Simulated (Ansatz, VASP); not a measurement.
# Two plane-wave programs on SiC

```
CELL_PARAMETERS angstrom
3.07569 0.00000 0.00000
-1.53785 2.66363 0.00000
0.00000 0.00000 10.07065
ATOMIC_POSITIONS crystal
Si 0.63387 0.42293 0.93784
Si 0.33333 0.66667 0.43784
Si 0.00000 0.00000 0.68789
Si 0.00000 0.00000 0.18789
C 0.66667 0.33333 0.74980
C 0.33333 0.66667 0.24980
C 0.00000 0.00000 0.50046
C 0.00000 0.00000 0.00046
```

Alike in both runs: task single point; functional r2SCAN; k mesh 12 × 12 × 4; occupations gaussian, width 0.05 eV; no spin polarisation.

|  | VASP | Ansatz |
| --- | --- | --- |
| version | VASP 6.6.1 | Ansatz 0.2.0 |
| potentials or method | VASP PAW PBE potentials, release 64 (Si, C), cutoff 520 eV | scalar-relativistic, plane waves, PAW |
| valence electrons in the cell | 32 | 32 |

```csv
,VASP,Ansatz,Ansatz less VASP
gap on the k mesh at the Fermi level (eV),1.61,1.60,-0.005
least direct gap on the mesh (eV),3.21,3.20,-0.010
pressure (GPa),3.0,3.2,+0.23
"traceless stress, the component that is largest in VASP (GPa)",4.71,4.75,+0.046
rms of the force components (eV/Å),1.558,1.563,+0.0051
```

VASP's potentials were made for PBE, not for r2SCAN. Atom by atom the forces differ by 0.006 eV/Å (rms over components). The functional is the same, so the differences come from potentials, cutoffs and numerics.
